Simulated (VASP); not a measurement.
# Zr (P6_3/mmc) in VASP: further runs

Zr is run at these levels: LDA; tasks: single point.

Everything below comes from runs of VASP 6.6.1. Logs are shortened: lines on timing, memory, paths and dates and some standing lists are left out, and cuts for length are marked.

## Step 1: The cell of the first run

Symmetry: P6_3/mmc, No. 194, hexagonal system. The conventional cell has a = 3.144 Å, b = 3.144 Å, c = 5.089 Å, α = 90.00°, β = 90.00°, γ = 120.00°. Zr (site symmetry -6m2) has 12 Zr at 3.13 to 3.14 Å within 4.1 Å.

## Step 2: Single point, LDA

INCAR reads:

```
PREC = Accurate
ENCUT = 520
EDIFF = 1E-7
ISMEAR = 1
SIGMA = 0.6
LREAL = False
LASPH = True
NELM = 80
ALGO = Normal
ISIF = 2
LWAVE = False
LCHARG = False
NBANDS = 19
```

KPOINTS reads:

```
Automatic mesh
0
Gamma
  12 12 6
```

POSCAR reads:

```
Zr
1.0
    3.1439658570      0.0000000000      0.0000000000
   -1.5719829285      2.7227543008      0.0000000000
    0.0000000000      0.0000000000      5.0894642375
Zr
2
Direct
    0.3333333333      0.6666666667      0.2500000000
    0.6666666667      0.3333333333      0.7500000000
```

Potentials or basis: VASP PAW LDA potentials, release 64 (Zr_sv).

Started as:

```
$ cat potpaw_LDA.64/Zr_sv/POTCAR > POTCAR
$ mpirun -np 1 vasp_std > vasp.out
```

OUTCAR:

```text
PREC = Accurate
   ENCUT = 520
   EDIFF = 1E-7
   ISMEAR = 1
   LREAL = False
   LASPH = True
   NELM = 80
   ISIF = 2

 ion  position               nearest neighbor table
   1  0.333  0.667  0.250-   2 3.13   2 3.13   2 3.13   2 3.13   2 3.13   2 3.13
   2  0.667  0.333  0.750-   1 3.13   1 3.13   1 3.13   1 3.13   1 3.13   1 3.13

  LATTYP: Found a hexagonal cell.
 ALAT       =     3.1439658570
 C/A-ratio  =     1.6188039149

  Lattice vectors:

 A1 = (   3.1439658570,   0.0000000000,   0.0000000000)
 A2 = (  -1.5719829285,   2.7227543008,   0.0000000000)
 A3 = (   0.0000000000,   0.0000000000,   5.0894642375)

Analysis of symmetry for initial positions (statically):
=====================================================================
 Subroutine PRICEL returns:
 Original cell was already a primitive cell.

 Routine SETGRP: Setting up the symmetry group for a
 hexagonal supercell.

 Subroutine GETGRP returns: Found 24 space group operations
 (whereof 12 operations were pure point group operations)
 out of a pool of 24 trial point group operations.

The static configuration has the point symmetry D_3d.
 The point group associated with its full space group is D_6h.

Analysis of symmetry for dynamics (positions and initial velocities):
=====================================================================
 Subroutine PRICEL returns:
 Original cell was already a primitive cell.

 Routine SETGRP: Setting up the symmetry group for a
 hexagonal supercell.

 Subroutine GETGRP returns: Found 24 space group operations
 (whereof 12 operations were pure point group operations)
 out of a pool of 24 trial point group operations.

The dynamic configuration has the point symmetry D_3d.
 The point group associated with its full space group is D_6h.

 Subroutine INISYM returns: Found 24 space group operations
 (whereof 12 operations are pure point group operations),
 and found     1 'primitive' translations

----------------------------------------------------------------------------------------

                                     Primitive cell

  volume of cell :      43.5671

  direct lattice vectors                    reciprocal lattice vectors
     3.143965857  0.000000000  0.000000000     0.318069612  0.183637576  0.000000000
    -1.571982928  2.722754301  0.000000000     0.000000000  0.367275152  0.000000000
     0.000000000  0.000000000  5.089464237     0.000000000  0.000000000  0.196484336
[... 76 lines left out ...]
   ISTART =      0    job   : 0-new  1-cont  2-samecut
   ICHARG =      2    charge: 1-file 2-atom 10-const
   ISPIN  =      1    spin polarized calculation?
   LNONCOLLINEAR =      F non collinear calculations
   LSORBIT =      F    spin-orbit coupling
   LASPH  =      T    aspherical Exc in radial PAW
   ENCUT  =  520.0 eV  38.22 Ry    6.18 a.u.   5.85  5.85  9.46*2*pi/ulx,y,z
   NELM   =     80;   NELMIN=  2; NELMDL= -5     # of ELM steps
   EDIFF  = 0.1E-06   stopping-criterion for ELM
   LREAL  =      F    real-space projection
   EDIFFG = 0.1E-05   stopping-criterion for IOM
   NSW    =      0    number of steps for IOM
   IBRION =     -1    ionic relax: 0-MD 1-quasi-New 2-CG
   NFREE  =      0    steps in history (QN), initial steepest desc. (CG)
   ISIF   =      2    stress and relaxation
   ISYM   =      2    0-nonsym 1-usesym 2-fastsym
   POTIM  = 0.5000    time-step for ionic-motion
   TEBEG  =    0.0;   TEEND  =   0.0 temperature during run
   PSTRESS=    0.0 pullay stress
   NELECT =      24.0000    total number of electrons
   NUPDOWN=      -1.0000    fix difference up-down
   EMIN   =  10.00;   EMAX   =-10.00  energy-range for DOS
   EFERMI =   0.00;   METHOD = LEGACY
   ISMEAR =     1;   SIGMA  =   0.60  broadening in eV -4-tet -1-fermi 0-gaus
   EFERMI_NEDOS =   21; number of points for ismear=-14 and -15
   IALGO  =     38    algorithm
   IMIX   =      4    mixing-type and parameters
     AMIX     =   0.40;   BMIX     =  1.00
     AMIX_MAG =   1.60;   BMIX_MAG =  1.00
  volume/ion in A,a.u.               =      21.78       147.00
  Fermi-wavevector in a.u.,A,eV,Ry     =   1.342020  2.536051 24.504349  1.801019
  Thomas-Fermi vector in A             =   2.470208
   LORBIT       =      0    0 simple, 1 ext, 2 COOP (PROOUT), +10 PAW based schemes
   GGA     = CA    functional components
   LHFCALC =     F    Hartree Fock is set to
   AEXX    =    0.0000 exact exchange contribution
   IVDW    =     0    specifies the selected vdW correction
   LEPSILON=     F    determine dielectric tensor
   LRPA    =     F    only Hartree local field effects (RPA)
 non-spin polarized calculation
 Methfessel and Paxton  Order N= 1 SIGMA  =   0.60
  energy-cutoff  :      520.00
  volume of cell :       43.57
 maximum number of plane-waves:      1194
 NGX is ok and might be reduce to    24
   NGX = 11   NGY = 11   NGZ = 19

 number of electron      23.9999999 magnetization

 Free energy of the ion-electron system (eV)
  ---------------------------------------------------
  ext. energy  EPLUGINS =         0.00000000
  ---------------------------------------------------
  free energy    TOTEN  =       -18.56658806 eV

  energy without entropy =      -18.61177302  energy(sigma->0) =      -18.58164971

 E-fermi :   9.4867     XC(G=0): -11.6000

 val. band max:        9.4746705511   @ k =   0.2500   0.2500   0.3333
 cond. band min:       9.4990436428   @ k =   0.1667   0.0000   0.3333
 fundamental gap:      0.0243730916
 Fermi energy:         9.4866766881

 k-point     1 :       0.0000    0.0000    0.0000
  band No.  band energies     occupation
      1     -38.8833      2.00000
      2     -38.6871      2.00000
      3     -17.6627      2.00000
      4     -16.5842      2.00000
      5     -16.5842      2.00000
      6     -16.4378      2.00000
[... 505 lines left out ...]
      6     -16.7722      2.00000
[... 11 lines left out ...]
     18      13.5838     -0.00000
     19      14.9396     -0.00000

 [... further k-points ...]
[... 5 lines left out ...]
  --------------------------------------------------------------------------------------
  -------------------------------------------------------------------------------------
  Total       -0.0697604     -0.0697604      0.0141310      0.0000000      0.0000000      0.0000000
  in kB       -2.5654345     -2.5654345      0.5196678      0.0000000      0.0000000      0.0000000
  external PRESSURE =      -1.5370670 kB  Pullay stress =       0.0000000 kB

 VOLUME and BASIS-vectors are now :
 -----------------------------------------------------------------------------
  energy-cutoff  :      520.00
  volume of cell :       43.57
      direct lattice vectors                 reciprocal lattice vectors
     3.143965857  0.000000000  0.000000000     0.318069612  0.183637576  0.000000000
    -1.571982928  2.722754301  0.000000000     0.000000000  0.367275152  0.000000000
     0.000000000  0.000000000  5.089464237     0.000000000  0.000000000  0.196484336

 POSITION                                       TOTAL-FORCE (eV/Angst)
 -----------------------------------------------------------------------------------
     -0.00000      1.81517      1.27237        -0.000000      0.000000      0.000000
      1.57198      0.90758      3.81710         0.000000     -0.000000      0.000000
 -----------------------------------------------------------------------------------
    total drift:                                0.000000     -0.000000      0.000000

  FREE ENERGIE OF THE ION-ELECTRON SYSTEM (eV)
  ---------------------------------------------------
  free  energy   TOTEN  =       -18.5665880589 eV

  energy  without entropy=      -18.6117730219  energy(sigma->0) =      -18.58164971
```

stdout:

```text
POSCAR found type information on POSCAR Zr
 POSCAR found :  1 types and       2 ions
 scaLAPACK will be used
 LDA part: xc-table for (Slater(with rela. corr.)+CA(PZ))
 , standard interpolation
 POSCAR, INCAR and KPOINTS ok, starting setup
 FFT: planning ... GRIDC
 FFT: planning ... GRID_SOFT
 FFT: planning ... GRID
 WAVECAR not read
 entering main loop
```

It took 43 s on 1 thread of AMD EPYC 9R45 (Zen 5), shared host; peak memory 0.14 GiB.

Results:

```yaml
Free_energy: -18.5666 eV
Pressure: -0.2 GPa
Band_gap_on_the_k_mesh: zero (band 12 reaches 10.50 eV, above the bottom of band 13 at 9.34 eV)
```

Stress tensor (GPa, compression positive):
```
-0.26  0.00  0.00
 0.00 -0.26  0.00
 0.00  0.00  0.05
```

Levels at points of the mesh, in eV from the Fermi level:
| k point | band 8 | band 9 | band 10 | band 11 | band 12 | band 13 | band 14 | band 15 | band 16 | band 17 |
| --- | --- | --- | --- | --- | --- | --- | --- | --- | --- | --- |
| (0.00, 0.00, 0.00) | -25.91 | -5.67 | -3.15 | 0.93 | 0.93 | 0.93 | 1.47 | 1.65 | 1.65 | 2.41 |
| (0.50, 0.00, 0.00) | -26.06 | -2.75 | -2.53 | -2.30 | 0.12 | 0.65 | 0.83 | 1.55 | 5.44 | 5.72 |
| (0.00, 0.00, 0.50) | -25.99 | -3.92 | -3.92 | 0.04 | 0.04 | 0.86 | 0.86 | 0.86 | 0.86 | 4.28 |
| (0.50, 0.00, 0.50) | -26.20 | -3.01 | -3.01 | -1.18 | -1.18 | 2.03 | 2.03 | 2.44 | 2.44 | 5.68 |

## Step 3: Single point, LDA

INCAR reads:

```
  PREC = Accurate
  ENCUT = 520
  EDIFF = 1E-7
  ISMEAR = -1
  SIGMA = 0.1
  LREAL = False
  LASPH = True
  NELM = 100
  ALGO = Normal
  ISIF = 2
  LWAVE = False
  LCHARG = False
  GGA = CA
  NBANDS = 19
```

KPOINTS reads:

```
regular mesh
0
Gamma
  17 17 9
```

POSCAR is that of step 2.

Potentials or basis: VASP PAW LDA potentials, release 64 (Zr_sv).

Started as:

```
$ cat potpaw_LDA.64/Zr_sv/POTCAR > POTCAR
$ mpirun -np 1 vasp_std > vasp.out
```

It took 1.7 min on 1 thread of AMD EPYC 9R45 (Zen 5), shared host; peak memory 0.19 GiB.

The run converged. Its results:

- Free energy: -18.6182 eV
- Pressure: 0.1 GPa
- Band gap on the k mesh: zero (band 12 reaches 10.52 eV, above the bottom of band 13 at 9.29 eV)

Stress tensor (GPa, compression positive):
```
0.10 0.00 0.00
0.00 0.10 0.00
0.00 0.00 0.24
```

Levels at points of the mesh, in eV from the Fermi level:
| k point | band 10 | band 11 | band 12 | band 13 | band 14 | band 15 |
| --- | --- | --- | --- | --- | --- | --- |
| (0.00, 0.00, 0.00) | -3.19 | 0.90 | 0.90 | 0.90 | 1.43 | 1.62 |

## Step 4: Single point, LDA

INCAR reads:

```
PREC     = Accurate       # precision mode
ENCUT    = 520            # plane-wave cutoff, eV
EDIFF    = 1E-6           # SCF threshold, eV
ISMEAR   = -1             # smearing method
SIGMA    = 0.1            # smearing width, eV
LREAL    = False          # projectors in reciprocal space
LASPH    = True           # aspherical terms in the spheres
NELM     = 80             # most SCF steps
ALGO     = Normal         # electronic algorithm
ISIF     = 2              # what is computed and relaxed
LWAVE    = False          # write WAVECAR
LCHARG   = True           # write CHGCAR
GGA      = CA             # functional
LELF     = True           # ELF
LVHAR    = True         
NBANDS   = 19             # bands
```

KPOINTS reads:

```
Automatic mesh
0
Gamma
  19 19 10
```

POSCAR is that of step 3.

Potentials or basis: VASP PAW LDA potentials, release 64 (Zr_sv).

Started as:

```
$ cat potpaw_LDA.64/Zr_sv/POTCAR > POTCAR
$ mpirun -np 1 vasp_std > vasp.out
```

OUTCAR:

```text
PREC = Accurate
   ENCUT = 520
   EDIFF = 1E-6
   ISMEAR = -1
   LREAL = False
   LASPH = True
   NELM = 80
   ISIF = 2
   GGA = CA

 ion  position               nearest neighbor table
   1  0.333  0.667  0.250-   2 3.13   2 3.13   2 3.13   2 3.13   2 3.13   2 3.13
   2  0.667  0.333  0.750-   1 3.13   1 3.13   1 3.13   1 3.13   1 3.13   1 3.13

  LATTYP: Found a hexagonal cell.
 ALAT       =     3.1439658570
 C/A-ratio  =     1.6188039149

  Lattice vectors:

 A1 = (   3.1439658570,   0.0000000000,   0.0000000000)
 A2 = (  -1.5719829285,   2.7227543008,   0.0000000000)
 A3 = (   0.0000000000,   0.0000000000,   5.0894642375)

Analysis of symmetry for initial positions (statically):
=====================================================================
 Subroutine PRICEL returns:
 Original cell was already a primitive cell.

 Routine SETGRP: Setting up the symmetry group for a
 hexagonal supercell.

 Subroutine GETGRP returns: Found 24 space group operations
 (whereof 12 operations were pure point group operations)
 out of a pool of 24 trial point group operations.

The static configuration has the point symmetry D_3d.
 The point group associated with its full space group is D_6h.

Analysis of symmetry for dynamics (positions and initial velocities):
=====================================================================
 Subroutine PRICEL returns:
 Original cell was already a primitive cell.

 Routine SETGRP: Setting up the symmetry group for a
 hexagonal supercell.

 Subroutine GETGRP returns: Found 24 space group operations
 (whereof 12 operations were pure point group operations)
 out of a pool of 24 trial point group operations.

The dynamic configuration has the point symmetry D_3d.
 The point group associated with its full space group is D_6h.

 Subroutine INISYM returns: Found 24 space group operations
[... 105 lines left out ...]
   POTIM  = 0.5000    time-step for ionic-motion
   TEBEG  =    0.0;   TEEND  =   0.0 temperature during run
   PSTRESS=    0.0 pullay stress
   NELECT =      24.0000    total number of electrons
   NUPDOWN=      -1.0000    fix difference up-down
   EMIN   =  10.00;   EMAX   =-10.00  energy-range for DOS
   EFERMI =   0.00;   METHOD = LEGACY
   ISMEAR =    -1;   SIGMA  =   0.10  broadening in eV -4-tet -1-fermi 0-gaus
   EFERMI_NEDOS =   21; number of points for ismear=-14 and -15
   IALGO  =     38    algorithm
   IMIX   =      4    mixing-type and parameters
     AMIX     =   0.40;   BMIX     =  1.00
     AMIX_MAG =   1.60;   BMIX_MAG =  1.00
  volume/ion in A,a.u.               =      21.78       147.00
  Fermi-wavevector in a.u.,A,eV,Ry     =   1.342020  2.536051 24.504349  1.801019
  Thomas-Fermi vector in A             =   2.470208
   LORBIT       =      0    0 simple, 1 ext, 2 COOP (PROOUT), +10 PAW based schemes
   GGA     = CA    functional components
   LHFCALC =     F    Hartree Fock is set to
   AEXX    =    0.0000 exact exchange contribution
   IVDW    =     0    specifies the selected vdW correction
   LEPSILON=     F    determine dielectric tensor
   LRPA    =     F    only Hartree local field effects (RPA)
 non-spin polarized calculation
  energy-cutoff  :      520.00
  volume of cell :       43.57
 maximum number of plane-waves:      1190
 NGX is ok and might be reduce to    24
   NGX = 11   NGY = 11   NGZ = 19

 number of electron      23.9999999 magnetization

 Free energy of the ion-electron system (eV)
  ---------------------------------------------------
  ext. energy  EPLUGINS =         0.00000000
  ---------------------------------------------------
  free energy    TOTEN  =       -18.61830230 eV

  energy without entropy =      -18.54874450  energy(sigma->0) =      -18.58352340

 E-fermi :   9.5182     XC(G=0): -11.5999

 val. band max:        9.5144473570   @ k =   0.1579   0.1579   0.4000
 cond. band min:       9.5215246369   @ k =   0.2632   0.2632   0.3000
 fundamental gap:      0.0070772799
 Fermi energy:         9.5181974487

 k-point     1 :       0.0000    0.0000    0.0000
  band No.  band energies     occupation
      1     -38.8811      2.00000
      2     -38.6849      2.00000
      3     -17.6629      2.00000
      4     -16.5813      2.00000
      5     -16.5813      2.00000
      6     -16.4379      2.00000
[... 505 lines left out ...]
      6     -16.8460      2.00000
[... 11 lines left out ...]
     18      14.9199      0.00000
     19      14.9461      0.00000

 [... further k-points ...]
[... 5 lines left out ...]
  --------------------------------------------------------------------------------------
  -------------------------------------------------------------------------------------
  Total        0.0278494      0.0278494      0.0650477      0.0000000      0.0000000     -0.0000000
  in kB        1.0241616      1.0241616      2.3921277      0.0000000      0.0000000     -0.0000000
  external PRESSURE =       1.4801503 kB  Pullay stress =       0.0000000 kB

 VOLUME and BASIS-vectors are now :
 -----------------------------------------------------------------------------
  energy-cutoff  :      520.00
  volume of cell :       43.57
      direct lattice vectors                 reciprocal lattice vectors
     3.143965857  0.000000000  0.000000000     0.318069612  0.183637576  0.000000000
    -1.571982928  2.722754301  0.000000000     0.000000000  0.367275152  0.000000000
     0.000000000  0.000000000  5.089464237     0.000000000  0.000000000  0.196484336

 POSITION                                       TOTAL-FORCE (eV/Angst)
 -----------------------------------------------------------------------------------
     -0.00000      1.81517      1.27237         0.000000     -0.000000      0.000000
      1.57198      0.90758      3.81710        -0.000000      0.000000      0.000000
 -----------------------------------------------------------------------------------
    total drift:                                0.000000     -0.000000      0.000000

  FREE ENERGIE OF THE ION-ELECTRON SYSTEM (eV)
  ---------------------------------------------------
  free  energy   TOTEN  =       -18.6183023045 eV

  energy  without entropy=      -18.5487445029  energy(sigma->0) =      -18.58352340
```

stdout:

```text
POSCAR found type information on POSCAR Zr
 POSCAR found :  1 types and       2 ions
 scaLAPACK will be used
 LDA part: xc-table for (Slater(with rela. corr.)+CA(PZ))
 , standard interpolation
 POSCAR, INCAR and KPOINTS ok, starting setup
 FFT: planning ... GRIDC
 FFT: planning ... GRID_SOFT
 FFT: planning ... GRID
 WAVECAR not read
 entering main loop
```

Run time: 2.7 min. Hardware: 1 thread of AMD EPYC 9R45 (Zen 5), shared host; peak memory 0.23 GiB.

Results:

| Item | Value |
| --- | --- |
| Free energy | -18.6183 eV |
| Pressure | 0.1 GPa |
| Band gap on the k mesh | zero (band 12 reaches 10.50 eV, above the bottom of band 13 at 9.29 eV) |

## Step 5: Single point, LDA

INCAR reads:

```
SYSTEM = Zr
PREC = Accurate
ENCUT = 520
EDIFF = 1E-6
ISMEAR = -1
SIGMA = 0.1
LREAL = .False.
LASPH = .True.
NELM = 100
ALGO = Normal
ISIF = 2
LWAVE = .False.
LCHARG = .False.
GGA = CA
NBANDS = 19
```

KPOINTS reads:

```
Automatic mesh
0
Gamma
  2 2 1
  0 0 0
```

POSCAR is that of step 4.

Started as:

```
$ cat potpaw_LDA.64/Zr_sv/POTCAR > POTCAR
$ mpirun -np 1 vasp_std > vasp.out
```

It took 6.3 s on 1 thread of AMD EPYC 7R13 (Zen 3), shared host; peak memory 0.1 GiB.

The run converged. Its results:

```
Free energy            : -19.4073 eV
Pressure               : -1.5 GPa
Band gap on the k mesh : zero (band 12 reaches 10.35 eV, above the bottom of band 13 at 10.13 eV)
```

Stress tensor (GPa, compression positive):
```
  8.87   0.00   0.00
  0.00   8.87   0.00
  0.00   0.00 -22.10
```

Levels at points of the mesh, in eV from the Fermi level:
```
           k point  band 9  band 10  band 11  band 12  band 13  band 14
(0.00, 0.00, 0.00)   -6.30    -3.84     0.23     0.23     0.27     0.87
(0.50, 0.00, 0.00)   -3.43    -3.21    -2.91    -0.51     0.02     0.19
```

Caveat: the k points lie up to 1.23 Å⁻¹ apart.

## Step 6: Overview

```csv
k mesh,smearing,gap on the mesh (eV),pressure (GPa)
12 × 12 × 6,methfessel-paxton 0.6 eV,none,-0.2
17 × 17 × 9,fermi-dirac 0.1 eV,none,0.1
19 × 19 × 10,fermi-dirac 0.1 eV,none,0.1
2 × 2 × 1,fermi-dirac 0.1 eV,none,-1.5
```

Alike in all rows: task single point; level LDA; potentials or basis VASP PAW LDA potentials, release 64 (Zr_sv); no spin polarisation; cell as given; cutoff (eV) 520.

Caveats: some runs use coarse meshes.

Absolute energies hang on the potentials; compare differences alone.
